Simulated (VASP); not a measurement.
# Si (P6_3/mmc) in VASP: further runs, part 2 of 2

VASP 6.6.1.

## (3) Relaxation of cell and atoms, PBE

The input, INCAR:

```
  ALGO = Normal
  EDIFF = 1E-6
  EDIFFG = -0.01
  ENCUT = 600
  GGA = PE
  IBRION = 2
  ISIF = 3
  ISMEAR = 0
  LASPH = True
  LCHARG = False
  LREAL = False
  LWAVE = False
  NELM = 60
  NSW = 100
  PREC = Accurate
  SIGMA = 0.02
```

The input, KPOINTS:

```
k-points
0
Gamma
  12 12 2
```

The input, POSCAR:

```
Si
1.0
    3.8635069927      0.0000000000      0.0000000000
   -1.9317534964      3.3458952034      0.0000000000
    0.0000000000      0.0000000000     18.9635969846
Si
12
Direct
    0.0000000000      0.0000000000      0.8129035906
    0.0000000000      0.0000000000      0.3129035906
    0.3333333333      0.6666666667      0.9792453817
    0.6666666667      0.3333333333      0.4792453817
    0.3333333333      0.6666666667      0.6453777146
    0.6666666667      0.3333333333      0.1453777146
    0.0000000000      0.0000000000      0.6870964094
    0.0000000000      0.0000000000      0.1870964094
    0.3333333333      0.6666666667      0.8546222854
    0.6666666667      0.3333333333      0.3546222854
    0.3333333333      0.6666666667      0.5207546183
    0.6666666667      0.3333333333      0.0207546183
```

Potentials or basis: VASP PAW PBE potentials, release 64 (Si).

Started as:

```
cat potpaw_PBE.64/Si/POTCAR > POTCAR
mpirun -np 1 vasp_std > vasp.out
```

OUTCAR:

```text
EDIFF = 1E-6
   EDIFFG = -0.01
   ENCUT = 600
   GGA = PE
   IBRION = 2
   ISIF = 3
   ISMEAR = 0
   LASPH = True
   LREAL = False
   NELM = 60
   NSW = 100
   PREC = Accurate

 ion  position               nearest neighbor table
   1  0.000  0.000  0.813-   9 2.37   9 2.37   9 2.37   7 2.39
   2  0.000  0.000  0.313-  10 2.37  10 2.37  10 2.37   8 2.39
   3  0.333  0.667  0.979-   9 2.36  12 2.37  12 2.37  12 2.37
   4  0.667  0.333  0.479-  10 2.36  11 2.37  11 2.37  11 2.37
   5  0.333  0.667  0.645-  11 2.36   7 2.37   7 2.37   7 2.37
   6  0.667  0.333  0.145-  12 2.36   8 2.37   8 2.37   8 2.37
   7  0.000  0.000  0.687-   5 2.37   5 2.37   5 2.37   1 2.39
   8  0.000  0.000  0.187-   6 2.37   6 2.37   6 2.37   2 2.39
   9  0.333  0.667  0.855-   3 2.36   1 2.37   1 2.37   1 2.37
  10  0.667  0.333  0.355-   4 2.36   2 2.37   2 2.37   2 2.37
  11  0.333  0.667  0.521-   5 2.36   4 2.37   4 2.37   4 2.37
  12  0.667  0.333  0.021-   6 2.36   3 2.37   3 2.37   3 2.37

  LATTYP: Found a hexagonal cell.
 ALAT       =     3.8635069927
 C/A-ratio  =     4.9083894556

  Lattice vectors:

 A1 = (   3.8635069927,   0.0000000000,   0.0000000000)
 A2 = (  -1.9317534964,   3.3458952034,   0.0000000000)
 A3 = (   0.0000000000,   0.0000000000,  18.9635969846)

Analysis of symmetry for initial positions (statically):
[... 200 lines left out ...]

  FORCE on cell =-STRESS in cart. coord.  units (eV):
  Direction    XX          YY          ZZ          XY          YZ          ZX
  --------------------------------------------------------------------------------------
  -------------------------------------------------------------------------------------
  Total       -0.1677742     -0.1677742      0.2581064      0.0000000      0.0000000     -0.0000000
  in kB       -1.0965310     -1.0965310      1.6869204      0.0000000      0.0000000     -0.0000000
  external PRESSURE =      -0.1687139 kB  Pullay stress =       0.0000000 kB
[... 125 lines left out ...]
--------------------------------------- Ionic step        4  -------------------------------------------

 number of electron      47.9999999 magnetization

 Free energy of the ion-electron system (eV)
  ---------------------------------------------------
  ext. energy  EPLUGINS =         0.00000000
  ---------------------------------------------------
  free energy    TOTEN  =       -65.07632955 eV

  energy without entropy =      -65.07632955  energy(sigma->0) =      -65.07632955

 E-fermi :   5.8087     XC(G=0):  -9.3308

 val. band max:        5.7001033510   @ k =   0.0000   0.0000   0.0000
 cond. band min:       6.3054667539   @ k =   0.4167  -0.0000   0.0000
 fundamental gap:      0.6053634029
 Fermi energy:         5.8087241294

 k-point     1 :       0.0000    0.0000    0.0000
  band No.  band energies     occupation
      1      -6.2024      2.00000
      2      -5.8569      2.00000
      3      -5.8397      2.00000
      4      -4.8571      2.00000
      5      -4.8535      2.00000
      6      -3.9315      2.00000
[... 805 lines left out ...]
     30       7.6543      0.00000
     31       8.1797      0.00000

 [... further k-points ...]
[... 5 lines left out ...]
  --------------------------------------------------------------------------------------
  -------------------------------------------------------------------------------------
  Total       -0.0014974     -0.0014974      0.0147923      0.0000000      0.0000000      0.0000000
  in kB       -0.0097890     -0.0097890      0.0967021      0.0000000      0.0000000      0.0000000
  external PRESSURE =       0.0257080 kB  Pullay stress =       0.0000000 kB
[... 27 lines left out ...]
  FREE ENERGIE OF THE ION-ELECTRON SYSTEM (eV)
  ---------------------------------------------------
  free  energy   TOTEN  =       -65.0763295550 eV

  energy  without entropy=      -65.0763295550  energy(sigma->0) =      -65.07632955

 reached required accuracy - stopping structural energy minimisation
```

CONTCAR:

```text
Si
   1.00000000000000
     3.8610166644696906    0.0000000000000372   -0.0000000000000000
    -1.9305083322847809    3.3437385158887274    0.0000000000000000
     0.0000000000000000    0.0000000000000000   18.9835416433606667
  Si
    12
Direct
     0.0000000000000000    1.0000000000000000    0.8128289367231655
     0.0000000000000000    0.0000000000000000    0.3128289367231654
     0.3333333332999970    0.6666666667000030    0.9792153886377712
     0.6666666667000030    0.3333333332999970    0.4792153886377712
     0.3333333332999970    0.6666666667000030    0.6453821539614442
     0.6666666667000030    0.3333333332999970    0.1453821539614441
     1.0000000000000000    1.0000000000000000    0.6871710632768345
     0.0000000000000000    0.0000000000000000    0.1871710632768346
     0.3333333332999970    0.6666666667000030    0.8546178460385558
     0.6666666667000030    0.3333333332999970    0.3546178460385559
     0.3333333332999970    0.6666666667000030    0.5207846113622288
     0.6666666667000030    0.3333333332999970    0.0207846113622288

  0.00000000E+00  0.00000000E+00  0.00000000E+00
  0.00000000E+00  0.00000000E+00  0.00000000E+00
  0.00000000E+00  0.00000000E+00  0.00000000E+00
  0.00000000E+00  0.00000000E+00  0.00000000E+00
  0.00000000E+00  0.00000000E+00  0.00000000E+00
  0.00000000E+00  0.00000000E+00  0.00000000E+00
  0.00000000E+00  0.00000000E+00  0.00000000E+00
  0.00000000E+00  0.00000000E+00  0.00000000E+00
  0.00000000E+00  0.00000000E+00  0.00000000E+00
  0.00000000E+00  0.00000000E+00  0.00000000E+00
  0.00000000E+00  0.00000000E+00  0.00000000E+00
  0.00000000E+00  0.00000000E+00  0.00000000E+00
```

Wall time 18 min (1 thread of Oxide Virtual Turin-like, shared host); peak memory 0.52 GiB.

Results:

```
Free energy                           : -65.0763 eV
Relaxed volume                        : 20.42 Å³/atom
Relaxed cell                          : a = 3.861 Å, b = 3.861 Å, c = 18.984 Å, α = 90.00°, β = 90.00°, γ = 120.00°
Space group after relaxing (to 0.1 Å) : P6_3/mmc (No. 194)
Energy gained by relaxing             : 0.0 meV/atom
Ionic steps                           : 4
Pressure after relaxing               : 0.0 GPa
Largest force after relaxing          : 0.004 eV/Å
Band gap on the k mesh                : 0.61 eV (least direct gap 1.30 eV)
```

Forces on the atoms (eV/Å):
```
Si   0.000  0.000 -0.001
Si   0.000  0.000 -0.001
Si   0.000  0.000 -0.004
Si   0.000  0.000 -0.004
Si   0.000  0.000  0.002
Si   0.000  0.000  0.002
Si   0.000  0.000  0.001
Si   0.000  0.000  0.001
Si   0.000  0.000 -0.002
Si   0.000  0.000 -0.002
Si   0.000  0.000  0.004
Si   0.000  0.000  0.004
```

Step by step:
```
step  energy change (eV)  largest force (eV/Å)  pressure (GPa)  volume (Å³)
   1              0.0000                0.0116           -0.02       245.14
   2             -0.0002                0.0212            0.01       245.06
   3             -0.0002                0.0186            0.00       245.08
   4             -0.0003                0.0041            0.00       245.08
```

Final structure:
```
Si
1.0
     3.86102    0.00000    0.00000
    -1.93051    3.34374    0.00000
     0.00000    0.00000   18.98354
Si
12
Direct
  0.00000 0.00000 0.81283
  0.00000 0.00000 0.31283
  0.33333 0.66667 0.97922
  0.66667 0.33333 0.47922
  0.33333 0.66667 0.64538
  0.66667 0.33333 0.14538
  0.00000 0.00000 0.68717
  0.00000 0.00000 0.18717
  0.33333 0.66667 0.85462
  0.66667 0.33333 0.35462
  0.33333 0.66667 0.52078
  0.66667 0.33333 0.02078
```

Caveat: semilocal functionals underestimate gaps, and a narrow one can read as zero. A k mesh can miss the band edges.
